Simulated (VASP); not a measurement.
# NiO (Fm-3m) in VASP: notebook, part 2 of 2

VASP 6.6.1. Earlier steps stand in the parts before.

### 4 Single point, PBE, collinear spin, ferromagnetic start (9.49 Å³/atom)

INCAR

```
SYSTEM = NiO
ALGO = Normal
EDIFF = 1E-7
ENCUT = 520
GGA = PE
ISIF = 2
ISMEAR = 0
ISPIN = 2
LASPH = .TRUE.
LCHARG = .TRUE.
LELF = .TRUE.
LMAXMIX = 4
LORBIT = 11
LREAL = .FALSE.
LVHAR = .TRUE.
LWAVE = .FALSE.
MAGMOM = 1.62 0
NBANDS = 19
NELM = 150
PREC = Accurate
SIGMA = 0.05
```

KPOINTS

```
k-points
0
G
  8 8 8
  0 0 0
```

POSCAR

```
NiO
1.0
    0.0000000000      2.1169275543      2.1169275543
    2.1169275543      0.0000000000      2.1169275543
    2.1169275543      2.1169275543      0.0000000000
Ni O
1 1
Direct
    0.0000000000      0.0000000000      0.0000000000
    0.5000000000      0.5000000000      0.5000000000
```

Potentials or basis: VASP PAW PBE potentials, release 64 (Ni, O).

The run is started by

```
> cat potpaw_PBE.64/Ni/POTCAR potpaw_PBE.64/O/POTCAR > POTCAR
> mpirun -np 1 vasp_std > vasp.out
```

OUTCAR:

```text
SYSTEM = NiO
   EDIFF = 1E-7
   ENCUT = 520
   GGA = PE
   ISIF = 2
   ISMEAR = 0
   ISPIN = 2
   LASPH = .TRUE.
   LORBIT = 11
   LREAL = .FALSE.
   NELM = 150
   PREC = Accurate

 ion  position               nearest neighbor table
   1  0.000  0.000  0.000-   2 2.12   2 2.12   2 2.12   2 2.12   2 2.12   2 2.12
   2  0.500  0.500  0.500-   1 2.12   1 2.12   1 2.12   1 2.12   1 2.12   1 2.12

  LATTYP: Found a face centered cubic cell.
 ALAT       =     4.2338551086

  Lattice vectors:

 A1 = (   0.0000000000,   2.1169275543,   2.1169275543)
 A2 = (   2.1169275543,   0.0000000000,   2.1169275543)
 A3 = (   2.1169275543,   2.1169275543,   0.0000000000)

Analysis of symmetry for initial positions (statically):
=====================================================================
 Subroutine PRICEL returns:
 Original cell was already a primitive cell.

 Routine SETGRP: Setting up the symmetry group for a
 face centered cubic supercell.

 Subroutine GETGRP returns: Found 48 space group operations
 (whereof 48 operations were pure point group operations)
 out of a pool of 48 trial point group operations.

The static configuration has the point symmetry O_h .

Analysis of symmetry for dynamics (positions and initial velocities):
=====================================================================
 Subroutine PRICEL returns:
 Original cell was already a primitive cell.

 Routine SETGRP: Setting up the symmetry group for a
 face centered cubic supercell.

 Subroutine GETGRP returns: Found 48 space group operations
 (whereof 48 operations were pure point group operations)
 out of a pool of 48 trial point group operations.

The dynamic configuration has the point symmetry O_h .

Analysis of structural, dynamic, and magnetic symmetry:
=====================================================================
 Subroutine PRICEL returns:
 Original cell was already a primitive cell.

 Routine SETGRP: Setting up the symmetry group for a
 face centered cubic supercell.

 Subroutine GETGRP returns: Found 48 space group operations
 (whereof 48 operations were pure point group operations)
 out of a pool of 48 trial point group operations.

The overall configuration has the point symmetry O_h .

 Subroutine INISYM returns: Found 48 space group operations
 (whereof 48 operations are pure point group operations),
 and found     1 'primitive' translations

----------------------------------------------------------------------------------------

                                     Primitive cell

  volume of cell :      18.9735

  direct lattice vectors                    reciprocal lattice vectors
     0.000000000  2.116927554  2.116927554    -0.236191361  0.236191361  0.236191361
     2.116927554  0.000000000  2.116927554     0.236191361 -0.236191361  0.236191361
     2.116927554  2.116927554  0.000000000     0.236191361  0.236191361 -0.236191361

  length of vectors
     2.993787658  2.993787658  2.993787658     0.409095437  0.409095437  0.409095437

  position of ions in fractional coordinates (direct lattice)
     0.000000000  0.000000000  0.000000000
     0.500000000  0.500000000  0.500000000

  ion indices of the primitive-cell ions
   primitive index   ion index
                 1           1
                 2           2

----------------------------------------------------------------------------------------
[... 60 lines left out ...]
 SYSTEM =  NiO
   PREC   = accura    normal or accurate (medium, high low for compatibility)
   ISTART =      0    job   : 0-new  1-cont  2-samecut
   ICHARG =      2    charge: 1-file 2-atom 10-const
   ISPIN  =      2    spin polarized calculation?
   LNONCOLLINEAR =      F non collinear calculations
   LSORBIT =      F    spin-orbit coupling
   LASPH  =      T    aspherical Exc in radial PAW
   ENCUT  =  520.0 eV  38.22 Ry    6.18 a.u.   5.57  5.57  5.57*2*pi/ulx,y,z
   NELM   =    150;   NELMIN=  2; NELMDL= -5     # of ELM steps
   EDIFF  = 0.1E-06   stopping-criterion for ELM
   LREAL  =      F    real-space projection
   EDIFFG = 0.1E-05   stopping-criterion for IOM
   NSW    =      0    number of steps for IOM
   IBRION =     -1    ionic relax: 0-MD 1-quasi-New 2-CG
   NFREE  =      0    steps in history (QN), initial steepest desc. (CG)
   ISIF   =      2    stress and relaxation
   ISYM   =      2    0-nonsym 1-usesym 2-fastsym
   POTIM  = 0.5000    time-step for ionic-motion
   TEBEG  =    0.0;   TEEND  =   0.0 temperature during run
   PSTRESS=    0.0 pullay stress
   NELECT =      16.0000    total number of electrons
   NUPDOWN=      -1.0000    fix difference up-down
   EMIN   =  10.00;   EMAX   =-10.00  energy-range for DOS
   EFERMI =   0.00;   METHOD = LEGACY
   ISMEAR =     0;   SIGMA  =   0.05  broadening in eV -4-tet -1-fermi 0-gaus
   EFERMI_NEDOS =   21; number of points for ismear=-14 and -15
   IALGO  =     38    algorithm
   IMIX   =      4    mixing-type and parameters
     AMIX     =   0.40;   BMIX     =  1.00
     AMIX_MAG =   1.60;   BMIX_MAG =  1.00
  volume/ion in A,a.u.               =       9.49        64.02
  Fermi-wavevector in a.u.,A,eV,Ry     =   1.546674  2.922790 32.547870  2.392201
  Thomas-Fermi vector in A             =   2.651877
   LORBIT       =     11    0 simple, 1 ext, 2 COOP (PROOUT), +10 PAW based schemes
   GGA     = PE    functional components
   LHFCALC =     F    Hartree Fock is set to
   AEXX    =    0.0000 exact exchange contribution
   IVDW    =     0    specifies the selected vdW correction
   LEPSILON=     F    determine dielectric tensor
   LRPA    =     F    only Hartree local field effects (RPA)
 spin polarized calculation
 Gauss-broadening in eV      SIGMA  =   0.05
  energy-cutoff  :      520.00
  volume of cell :       18.97
 maximum number of plane-waves:       531
 NGX is ok and might be reduce to    24

 number of electron      16.0000016 magnetization       1.8573699

 Free energy of the ion-electron system (eV)
  ---------------------------------------------------
  ext. energy  EPLUGINS =         0.00000000
  ---------------------------------------------------
  free energy    TOTEN  =       -11.48138421 eV

  energy without entropy =      -11.48070502  energy(sigma->0) =      -11.48104462

 E-fermi :   7.3356     XC(G=0): -12.4412

 val. band max:        7.3311552231   @ k =  -0.2500   0.2500   0.0000
 cond. band min:       7.3911320818   @ k =   0.3750   0.2500   0.1250
 fundamental gap:      0.0599768588
 Fermi energy:         7.3355885492

 spin component 1

 k-point     1 :       0.0000    0.0000    0.0000
  band No.  band energies     occupation
      1     -12.6656      1.00000
      2       4.1358      1.00000
      3       4.1358      1.00000
      4       4.4972      1.00000
      5       4.4972      1.00000
      6       4.4972      1.00000
[... 517 lines left out ...]
     18      37.1814      0.00000
     19      37.8982      0.00000

 [... further k-points ...]

 spin component 2

 k-point     1 :       0.0000    0.0000    0.0000
  band No.  band energies     occupation
      1     -12.1825      1.00000
      2       5.0524      1.00000
      3       5.0524      1.00000
      4       5.0524      1.00000
      5       5.5428      1.00000
      6       5.5431      1.00000
[... 517 lines left out ...]
     18      37.6413      0.00000
     19      38.3840      0.00000

 [... further k-points ...]
[... 5 lines left out ...]
  --------------------------------------------------------------------------------------
  -------------------------------------------------------------------------------------
  Total       -0.2307220     -0.2307220     -0.2307220     -0.0000000      0.0000000      0.0000000
  in kB      -19.4828097    -19.4828097    -19.4828097     -0.0000000      0.0000000      0.0000000
  external PRESSURE =     -19.4828097 kB  Pullay stress =       0.0000000 kB

 VOLUME and BASIS-vectors are now :
 -----------------------------------------------------------------------------
  energy-cutoff  :      520.00
  volume of cell :       18.97
      direct lattice vectors                 reciprocal lattice vectors
     0.000000000  2.116927554  2.116927554    -0.236191361  0.236191361  0.236191361
     2.116927554  0.000000000  2.116927554     0.236191361 -0.236191361  0.236191361
     2.116927554  2.116927554  0.000000000     0.236191361  0.236191361 -0.236191361

 POSITION                                       TOTAL-FORCE (eV/Angst)
 -----------------------------------------------------------------------------------
      0.00000      0.00000      0.00000         0.000000     -0.000000      0.000000
      2.11693      2.11693      2.11693         0.000000      0.000000     -0.000000
 -----------------------------------------------------------------------------------
    total drift:                                0.000000     -0.000000     -0.000000

  FREE ENERGIE OF THE ION-ELECTRON SYSTEM (eV)
  ---------------------------------------------------
  free  energy   TOTEN  =       -11.4813842150 eV

  energy  without entropy=      -11.4807050191  energy(sigma->0) =      -11.48104462

 total charge

# of ion       s       p       d       tot
------------------------------------------
    1        0.320   0.375   8.211   8.907
    2        1.556   3.407   0.000   4.963
--------------------------------------------------
tot          1.876   3.783   8.211  13.870

 magnetization (x)

# of ion       s       p       d       tot
------------------------------------------
    1        0.011   0.015   1.489   1.514
    2        0.027   0.268   0.000   0.295
--------------------------------------------------
tot          0.038   0.283   1.489   1.809
```

Wall time 15 s (1 thread of Intel Xeon 6975P-C (Granite Rapids), shared host); peak memory 0.15 GiB.

Results:

* Free energy: -11.4814 eV
* Pressure: -1.9 GPa
* Net moment: 1.86 μB per cell
* Site moments: Ni +1.51; O +0.29 μB
* Valence electrons inside the program's atomic spheres: Ni 8.91; O 4.96

Caveat: a cell with one magnetic atom can't hold antiferromagnetic order, which such compounds often take; semilocal functionals often make such compounds metallic where correlation or magnetic order opens a gap, which also shifts bond lengths.

### 5 Single point, PBE, collinear spin, ferromagnetic start (9.39 Å³/atom)

INCAR

```
ALGO = Normal
EDIFF = 1E-6
ENCUT = 520
GGA = PE
ISIF = 2
ISMEAR = 0
ISPIN = 2
LASPH = T
LCHARG = F
LMAXMIX = 4
LORBIT = 11
LREAL = F
LWAVE = F
MAGMOM = 1.65 0
NBANDS = 19
NELM = 150
PREC = Accurate
SIGMA = 0.05
```

KPOINTS

```
k-points
0
Gamma
  8 8 8
```

POSCAR

```
NiO
1.0
    0.0000000000      2.1099651944      2.1099651944
    2.1099651944      0.0000000000      2.1099651944
    2.1099651944      2.1099651944      0.0000000000
Ni O
1 1
Direct
    0.0000000000      0.0000000000      0.0000000000
    0.5000000000      0.5000000000      0.5000000000
```

The run is started by

```
> cat potpaw_PBE.64/Ni/POTCAR potpaw_PBE.64/O/POTCAR > POTCAR
> mpirun -np 1 vasp_std > vasp.out
```

Run time: 13 s. Hardware: 1 thread of Intel Xeon 6975P-C (Granite Rapids), shared host; peak memory 0.15 GiB.

The run converged. Its results:

| Quantity | Value |
| --- | --- |
| Free energy | -11.4824 eV |
| Pressure | -0.2 GPa |
| Net moment | 1.85 μB per cell |
| Site moments | Ni +1.51; O +0.29 μB |
| Valence electrons inside the program's atomic spheres | Ni 8.92; O 4.97 |

Levels at points of the mesh, in eV from the Fermi level:
Spin up:
```
           k point  band 5  band 6  band 7  band 8  band 9  band 10  band 11  band 12  band 13  band 14
(0.00, 0.00, 0.00)   -2.89   -2.89   -2.67   -2.67   -2.67     1.33    17.73    18.65    18.65    18.65
(0.50, 0.00, 0.00)   -2.04   -2.04   -1.51    0.15    0.15     5.50     9.64    13.77    13.77    20.85
(0.50, 0.50, 0.00)   -3.48   -2.90   -2.40   -1.74   -1.74     5.89    10.34    12.05    16.20    16.20
```
Spin down:
```
           k point  band 4  band 5  band 6  band 7  band 8  band 9  band 10  band 11
(0.00, 0.00, 0.00)   -2.33   -1.82   -1.82   -1.82   -0.55   -0.55     1.70    17.65
(0.50, 0.00, 0.00)   -4.58   -0.98   -0.98   -0.61    2.16    2.16     5.68    10.19
(0.50, 0.50, 0.00)   -3.65   -2.74   -0.80   -0.80   -0.15    0.33     6.36    10.72
```

Caveat: a cell with one magnetic atom can't hold antiferromagnetic order, which such compounds often take; semilocal functionals often make such compounds metallic where correlation or magnetic order opens a gap, which also shifts bond lengths.

### 6 Single point, r2SCAN

This run uses another cell than the first one: it holds 2 atoms, not 4.

POSCAR

```
NiO
1.0
    0.0000000000      2.0943165011      2.0943165011
    2.0943165011      0.0000000000      2.0943165011
    2.0943165011      2.0943165011      0.0000000000
Ni O
1 1
Direct
    0.0000000000      0.0000000000      0.0000000000
    0.5000000000      0.5000000000      0.5000000000
```

INCAR.step1

```
SYSTEM = NiO
PREC = Accurate ; ENCUT = 520
ISMEAR = 0 ; SIGMA = 0.05
LREAL = .False. ; LASPH = .True.
NELM = 60 ; NBANDS = 15
GGA = PE ; ALGO = Normal
EDIFF = 1E-4 ; LWAVE = .True.
LCHARG = .False.
```

INCAR.step2

```
SYSTEM = NiO
PREC = Accurate ; ENCUT = 520
EDIFF = 1E-7 ; ISMEAR = 0
SIGMA = 0.05 ; LREAL = .False.
LASPH = .True. ; NELM = 60
ALGO = Normal ; ISIF = 2
LWAVE = .False. ; LCHARG = .True.
METAGGA = R2SCAN ; LMIXTAU = .True.
LELF = .True. ; LVHAR = .True.
NBANDS = 15 ; ISTART = 1
```

KPOINTS

```
regular mesh
0
Gamma
  14 14 14
  0 0 0
```

Potentials or basis: VASP PAW PBE potentials, release 64 (Ni, O).

The run is started by

```
> cat potpaw_PBE.64/Ni/POTCAR potpaw_PBE.64/O/POTCAR > POTCAR
> cp INCAR.step1 INCAR
> mpirun -np 1 vasp_std > vasp.out
> cp INCAR.step2 INCAR
> mpirun -np 1 vasp_std > vasp.out
```

OUTCAR:

```text
SYSTEM = NiO
   PREC = Accurate
   ENCUT = 520
   EDIFF = 1E-7
   ISMEAR = 0
   LREAL = .False.
   LASPH = .True.
   NELM = 60
   ISIF = 2
   METAGGA = R2SCAN
   ISTART = 1

 ion  position               nearest neighbor table
   1  0.000  0.000  0.000-   2 2.09   2 2.09   2 2.09   2 2.09   2 2.09   2 2.09
   2  0.500  0.500  0.500-   1 2.09   1 2.09   1 2.09   1 2.09   1 2.09   1 2.09

  LATTYP: Found a face centered cubic cell.
 ALAT       =     4.1886330022

  Lattice vectors:

[... 621 lines left out ...]

  FORCE on cell =-STRESS in cart. coord.  units (eV):
  Direction    XX          YY          ZZ          XY          YZ          ZX
  --------------------------------------------------------------------------------------
  -------------------------------------------------------------------------------------
  Total       -1.3077655     -1.3077655     -1.3077655      0.0000000      0.0000000      0.0000000
  in kB     -114.0469103   -114.0469103   -114.0469103      0.0000000      0.0000000      0.0000000
  external PRESSURE =    -114.0469103 kB  Pullay stress =       0.0000000 kB

 VOLUME and BASIS-vectors are now :
 -----------------------------------------------------------------------------
  energy-cutoff  :      520.00
  volume of cell :       18.37
      direct lattice vectors                 reciprocal lattice vectors
     0.000000000  2.094316501  2.094316501    -0.238741374  0.238741374  0.238741374
     2.094316501  0.000000000  2.094316501     0.238741374 -0.238741374  0.238741374
     2.094316501  2.094316501  0.000000000     0.238741374  0.238741374 -0.238741374

 POSITION                                       TOTAL-FORCE (eV/Angst)
 -----------------------------------------------------------------------------------
      0.00000      0.00000      0.00000        -0.000000      0.000000      0.000000
      2.09432      2.09432      2.09432         0.000000     -0.000000     -0.000000
 -----------------------------------------------------------------------------------
    total drift:                                0.000000     -0.000000     -0.000000

  FREE ENERGIE OF THE ION-ELECTRON SYSTEM (eV)
  ---------------------------------------------------
  free  energy   TOTEN  =       -19.2372233430 eV

  energy  without entropy=      -19.2347784762  energy(sigma->0) =      -19.23600091
```

OUTCAR.step1:

```text
SYSTEM = NiO
   PREC = Accurate
   ENCUT = 520
   ISMEAR = 0
   LREAL = .False.
   LASPH = .True.
[... 654 lines left out ...]
      0.00000      0.00000      0.00000         0.000000      0.000000      0.000000
      2.09432      2.09432      2.09432         0.000000      0.000000      0.000000
 -----------------------------------------------------------------------------------
    total drift:                                0.000000     -0.000000     -0.000000

  FREE ENERGIE OF THE ION-ELECTRON SYSTEM (eV)
  ---------------------------------------------------
  free  energy   TOTEN  =       -11.3758110090 eV

  energy  without entropy=      -11.3726704466  energy(sigma->0) =      -11.37424073
```

OSZICAR.step1:

```text
N       E                     dE             d eps       ncg     rms          rms(c)
DAV:   1     0.773175104481E+02    0.77318E+02   -0.76730E+03  3256   0.135E+03
DAV:   2    -0.943333697600E+01   -0.86751E+02   -0.76807E+02  3435   0.260E+02
DAV:   3    -0.135492713791E+02   -0.41159E+01   -0.40054E+01  3708   0.612E+01
DAV:   4    -0.135873105662E+02   -0.38039E-01   -0.38023E-01  3732   0.573E+00
DAV:   5    -0.135881075612E+02   -0.79700E-03   -0.79699E-03  3900   0.855E-01    0.128E+01
DAV:   6    -0.130197217602E+02    0.56839E+00   -0.13060E+01  3244   0.690E+01    0.151E+01
DAV:   7    -0.114440541263E+02    0.15757E+01   -0.63136E+00  3394   0.609E+01    0.480E+00
DAV:   8    -0.113786443585E+02    0.65410E-01   -0.38089E-01  4026   0.108E+01    0.177E+00
DAV:   9    -0.113765475792E+02    0.20968E-02   -0.29456E-02  3580   0.224E+00    0.264E-01
DAV:  10    -0.113758686129E+02    0.67897E-03   -0.38229E-03  3987   0.135E+00    0.102E-01
DAV:  11    -0.113758110090E+02    0.57604E-04   -0.51188E-04  4309   0.324E-01
   1 F= -.11375811E+02 E0= -.11374241E+02  d E =-.314056E-02
```

It took 50 s on 1 thread of Intel Xeon 6975P-C (Granite Rapids), shared host; peak memory 0.16 GiB.

What came out:

- Free energy: -19.2372 eV
- Pressure: -11.4 GPa
- Band gap on the k mesh: zero (bands 8 and 9 overlap by 2.78 eV)

Levels at points of the mesh, in eV from the Fermi level:
```csv
k point,band 6,band 7,band 8,band 9,band 10,band 11
"(0.00, 0.00, 0.00)",-2.18,-2.18,-1.46,-1.46,2.01,18.57
"(0.50, 0.00, 0.00)",-1.37,-1.00,1.33,1.33,6.17,10.70
"(0.50, 0.50, 0.00)",-1.15,-1.15,-1.07,-0.57,6.90,11.28
```

Caveat: the cell stands under tension; the PAW data sets were made with another functional, which shifts forces and pressure a little; the run has no spin polarisation, though such a crystal can be magnetic; semilocal functionals often make such compounds metallic where correlation or magnetic order opens a gap, which also shifts bond lengths.

### 7 The runs side by side

```csv
level,spin,cell,k mesh,gap on the mesh (eV),pressure (GPa),moment (μB)
PBE,"collinear, ferromagnetic start","a = 2.950 Å, angles 60.0°, 2 atoms",8 × 8 × 8,none,6.7,1.83
PBE,"collinear, ferromagnetic start","a = 2.994 Å, angles 60.0°, 2 atoms",8 × 8 × 8,none,-1.9,1.86
PBE,"collinear, ferromagnetic start","a = 2.984 Å, angles 60.0°, 2 atoms",8 × 8 × 8,none,-0.2,1.85
r2SCAN,off,"a = 2.962 Å, angles 60.0°, 2 atoms",14 × 14 × 14,none,-11.4,-
```

Alike in all rows: task single point; potentials or basis VASP PAW PBE potentials, release 64 (Ni, O); cutoff (eV) 520; smearing gaussian 0.05 eV.

Caveats: semilocal functionals often make such compounds metallic where correlation or magnetic order opens a gap, which also shifts bond lengths; a cell with one magnetic atom can't hold antiferromagnetic order, which such compounds often take (at least some runs); the cell stands under pressure (at least some runs); the cell stands under tension (at least some runs); the PAW data sets were made with another functional, which shifts forces and pressure a little (at least some runs).

Total energies depend on the potentials used, so only differences within one code and one set of settings carry meaning.

### 8 How close it comes

Step 5. A measured gap of NiO is 4.3 eV (quoted in “Local correlations, non-local screening, multiplets, and band formation in NiO”, 2012, arxiv:1210.6675); the calculated 0.00 eV misses it by -4.30 eV. So large a miss can be the level of theory's own, or it may mean another phase, state or a wrong row. The value is that of PBE on a finite k mesh, which can miss the band edges, without temperature or zero-point motion. Semilocal functionals fall short of measured gaps as a rule. The run's magnetic order (collinear spin, ferromagnetic start) needn't be the measured crystal's.
